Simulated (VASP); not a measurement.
# Ru in VASP: relaxation of the atoms with PBE

Aim: the relaxation of the atoms of Ru with PBE.

All numbers are computed with VASP 6.6.1; they aren't measurements. Logs are shortened: lines on timing, memory, paths and dates and some standing lists are left out, and cuts for length are marked.

### Step 1. The cell of the first run

The cell holds a slab with vacuum, 5 atoms: a = 2.721 Å, b = 2.721 Å, c = 24.592 Å, α = 90.00°, β = 90.00°, γ = 120.00°.

### Step 2. Relaxation of the atoms, PBE

The input, INCAR:

```
SYSTEM = Ru
  ALGO = Normal
  DIPOL = 0.5 0.5 0.500
  EDIFF = 1E-7
  EDIFFG = -0.01
  ENCUT = 450
  GGA = PE
  GGA_COMPAT = .False.
  IBRION = 2
  IDIPOL = 3
  ISIF = 2
  ISMEAR = -1
  LASPH = .True.
  LCHARG = .False.
  LDIPOL = .True.
  LREAL = .False.
  LWAVE = .False.
  NELM = 120
  NELMDL = -8
  NELMIN = 4
  NSW = 32
  PREC = Accurate
  SIGMA = 0.08
```

The input, KPOINTS:

```
k-points
0
Gamma
  14 14 1
  0 0 0
```

The input, POSCAR:

```
Ru
1.0
    2.7207384562      0.0000000000      0.0000000000
   -1.3603692281      2.3562286201      0.0000000000
    0.0000000000      0.0000000000     24.5921000000
Ru
5
Direct
    0.0000000000      0.0000000000      0.3280210984
    0.3333333333      0.6666666667      0.4120277494
    0.0000000000      0.0000000000      0.4999999988
    0.3333333333      0.6666666667      0.5879722507
    0.0000000000      0.0000000000      0.6719789024
```

Potentials or basis: VASP PAW PBE potentials, release 64 (Ru_pv).

The run is started by

```bash
> cat potpaw_PBE.64/Ru_pv/POTCAR > POTCAR
> mpirun -np 1 vasp_std > vasp.out
```

OUTCAR:

```text
SYSTEM = Ru
   EDIFF = 1E-7
   EDIFFG = -0.01
   ENCUT = 450
   GGA = PE
   IBRION = 2
   ISIF = 2
   ISMEAR = -1
   LASPH = .True.
   LREAL = .False.
   NELM = 120
   NELMDL = -8
   NELMIN = 4
   NSW = 32
   PREC = Accurate

 ion  position               nearest neighbor table
   1  0.000  0.000  0.328-   2 2.60   2 2.60   2 2.60
   2  0.333  0.667  0.412-   1 2.60   1 2.60   1 2.60   3 2.67   3 2.67   3 2.67
   3  0.000  0.000  0.500-   2 2.67   2 2.67   2 2.67   4 2.67   4 2.67   4 2.67
   4  0.333  0.667  0.588-   5 2.60   5 2.60   5 2.60   3 2.67   3 2.67   3 2.67
   5  0.000  0.000  0.672-   4 2.60   4 2.60   4 2.60

  LATTYP: Found a hexagonal cell.
 ALAT       =     2.7207384562
 C/A-ratio  =     9.0387592912

  Lattice vectors:

 A1 = (   2.7207384562,   0.0000000000,   0.0000000000)
 A2 = (  -1.3603692281,   2.3562286201,   0.0000000000)
 A3 = (   0.0000000000,   0.0000000000,  24.5921000000)

Analysis of symmetry for initial positions (statically):
=====================================================================
 Subroutine PRICEL returns:
 Original cell was already a primitive cell.

 Routine SETGRP: Setting up the symmetry group for a
 hexagonal supercell.

 Subroutine GETGRP returns: Found 12 space group operations
 (whereof 12 operations were pure point group operations)
 out of a pool of 24 trial point group operations.

The static configuration has the point symmetry D_3h.

Analysis of symmetry for dynamics (positions and initial velocities):
=====================================================================
 Subroutine PRICEL returns:
 Original cell was already a primitive cell.

 Routine SETGRP: Setting up the symmetry group for a
 hexagonal supercell.

 Subroutine GETGRP returns: Found 12 space group operations
 (whereof 12 operations were pure point group operations)
 out of a pool of 24 trial point group operations.

The dynamic configuration has the point symmetry D_3h.

 Subroutine INISYM returns: Found 12 space group operations
 (whereof 12 operations are pure point group operations),
 and found     1 'primitive' translations

----------------------------------------------------------------------------------------

                                     Primitive cell
[... 162 lines left out ...]
     2.720738456  0.000000000  0.000000000     0.367547273  0.212203517  0.000000000
    -1.360369228  2.356228620  0.000000000     0.000000000  0.424407034  0.000000000
     0.000000000  0.000000000 24.592100000     0.000000000  0.000000000  0.040663465

 POSITION                                       TOTAL-FORCE (eV/Angst)
 -----------------------------------------------------------------------------------
      0.00000      0.00000      8.06673         0.000000     -0.000000     -0.012696
     -0.00000      1.57082     10.13263        -0.000000      0.000000      0.011424
      0.00000      0.00000     12.29605         0.000000     -0.000000      0.000000
     -0.00000      1.57082     14.45947        -0.000000     -0.000000     -0.011424
      0.00000      0.00000     16.52537         0.000000      0.000000      0.012696
 -----------------------------------------------------------------------------------
    total drift:                                0.000000     -0.000000      0.000019

  FREE ENERGIE OF THE ION-ELECTRON SYSTEM (eV)
  ---------------------------------------------------
  free  energy   TOTEN  =       -44.1054615088 eV

  energy  without entropy=      -43.9819673864  energy(sigma->0) =      -44.04371445

--------------------------------------- Ionic step        2  -------------------------------------------

 number of electron      69.9999990 magnetization

 dipolmoment           0.000000      0.000000      0.000000 electrons x Angstroem

 Free energy of the ion-electron system (eV)
  ---------------------------------------------------
  ext. energy  EPLUGINS =         0.00000000
  ---------------------------------------------------
  free energy    TOTEN  =       -44.10547425 eV

  energy without entropy =      -43.98196624  energy(sigma->0) =      -44.04372024

 E-fermi :   2.7801     XC(G=0):  -6.9244

 val. band max:        2.7694683323   @ k =   0.1429   0.1429   0.0000
 cond. band min:       2.8013962193   @ k =   0.2857  -0.0000   0.0000
 fundamental gap:      0.0319278870
 Fermi energy:         2.7801195916

 k-point     1 :       0.0000    0.0000    0.0000
  band No.  band energies     occupation
      1     -40.8469      2.00000
      2     -40.6570      2.00000
      3     -40.1660      2.00000
      4     -40.0578      2.00000
      5     -40.0578      2.00000
      6     -40.0456      2.00000
[... 1069 lines left out ...]
     41       9.3402      0.00000
     42       9.8202      0.00000

------------------------ aborting loop because EDIFF is reached ----------------------------------------

 vacuum level on the upper side and lower side of the slab       (xc-potential included)        -0.097        -0.097

  FORCE on cell =-STRESS in cart. coord.  units (eV):
  Direction    XX          YY          ZZ          XY          YZ          ZX
  --------------------------------------------------------------------------------------
  -------------------------------------------------------------------------------------
  Total       -2.7719798     -2.7719798     -0.0900559      0.0000000      0.0000000      0.0000000
  in kB      -28.1709053    -28.1709053     -0.9152145      0.0000000      0.0000000      0.0000000
  external PRESSURE =     -19.0856750 kB  Pullay stress =       0.0000000 kB

 VOLUME and BASIS-vectors are now :
 -----------------------------------------------------------------------------
  energy-cutoff  :      450.00
  volume of cell :      157.65
      direct lattice vectors                 reciprocal lattice vectors
     2.720738456  0.000000000  0.000000000     0.367547273  0.212203517  0.000000000
    -1.360369228  2.356228620  0.000000000     0.000000000  0.424407034  0.000000000
     0.000000000  0.000000000 24.592100000     0.000000000  0.000000000  0.040663465

 POSITION                                       TOTAL-FORCE (eV/Angst)
 -----------------------------------------------------------------------------------
     -1.36037      2.35623      8.06612         0.000000     -0.000000     -0.001623
     -0.00000      1.57082     10.13318        -0.000000      0.000000     -0.002984
      1.36037      2.35623     12.29605         0.000000      0.000000      0.000000
     -0.00000      1.57082     14.45892        -0.000000     -0.000000      0.002984
      0.00000      0.00000     16.52598         0.000000      0.000000      0.001623
 -----------------------------------------------------------------------------------
    total drift:                                0.000000     -0.000000      0.000019

  FREE ENERGIE OF THE ION-ELECTRON SYSTEM (eV)
  ---------------------------------------------------
  free  energy   TOTEN  =       -44.1054742485 eV

  energy  without entropy=      -43.9819662388  energy(sigma->0) =      -44.04372024

 reached required accuracy - stopping structural energy minimisation

 vacuum level on the upper side and lower side of the slab         7.642         7.642
```

Wall time 5.1 min (1 thread of Intel Xeon Platinum 8488C (Sapphire Rapids), shared host); peak memory 0.3 GiB.

Results:

```
Free energy               : -44.1055 eV
Energy gained by relaxing : 0.0 meV/atom
Ionic steps               : 2
Band gap on the k mesh    : zero (bands 35 and 36 overlap by 2.39 eV)
```

Forces in eV/Å, atoms in the order of the input:
```
Ru   0.000  0.000 -0.002
Ru   0.000  0.000 -0.003
Ru   0.000  0.000  0.000
Ru   0.000  0.000  0.003
Ru   0.000  0.000  0.002
```

Final structure:
```yaml
crystal:
  lattice:
    - [2.72074, 0.00000, 0.00000]
    - [-1.36037, 2.35623, 0.00000]
    - [0.00000, 0.00000, 24.59210]
  atoms:
    - { symbol: Ru, position: [0.00000, 0.00000, 0.32800] }
    - { symbol: Ru, position: [0.33333, 0.66667, 0.41205] }
    - { symbol: Ru, position: [0.00000, 0.00000, 0.50000] }
    - { symbol: Ru, position: [0.33333, 0.66667, 0.58795] }
    - { symbol: Ru, position: [0.00000, 0.00000, 0.67200] }
```

The gap in the log of VASP goes by the Fermi energy; the results here count the filled bands.